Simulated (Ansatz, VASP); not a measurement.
**Two plane-wave programs on ZrSi4Ru**

```
Zr Si Ru
1.0
     4.15110    0.00000    0.00000
    -2.07555    3.59496    0.00000
     0.00000    0.00000    5.99352
Zr Si Ru
1 4 1
Direct
  0.00000 0.00000 0.00000
  0.33333 0.66667 0.29150
  0.33333 0.66667 0.70850
  0.66667 0.33333 0.70850
  0.66667 0.33333 0.29150
  0.00000 0.00000 0.50000
```

Alike in both runs: task single point; functional PBE; k mesh 6 × 6 × 4; occupations gaussian, width 0.1 eV; collinear spin.

|  | VASP | Ansatz |
| --- | --- | --- |
| version | VASP 6.6.1 | Ansatz 0.2.0 |
| potentials or method | VASP PAW PBE potentials, release 64 (Zr_sv, Si, Ru_pv), cutoff 500 eV | scalar-relativistic, plane waves, PAW |
| valence electrons in the cell | 42 | 44 |

|  | VASP | Ansatz | Ansatz less VASP |
| --- | --- | --- | --- |
| gap on the k mesh at the Fermi level (eV) | none | none | - |
| pressure (GPa) | 0.1 | 0.2 | +0.06 |
| traceless stress, the component that is largest in VASP (GPa) | 0.18 | 0.16 | -0.018 |
| rms of the force components (eV/Å) | 0.011 | 0.008 | -0.0031 |
| net moment per atom (μB) | 0.00 | 0.00 | 0.000 |

Atom by atom the forces differ by 0.003 eV/Å (rms over components). A gap of «none» marks a metal or a gap that the smearing closes. With one functional, cell and mesh, what is left measures potentials, basis and numerics. VASP's potentials hold 42 valence electrons a cell and Ansatz's 44, so a difference there can come from the potentials and not from the codes. Ansatz's warnings: seeded moment not kept.
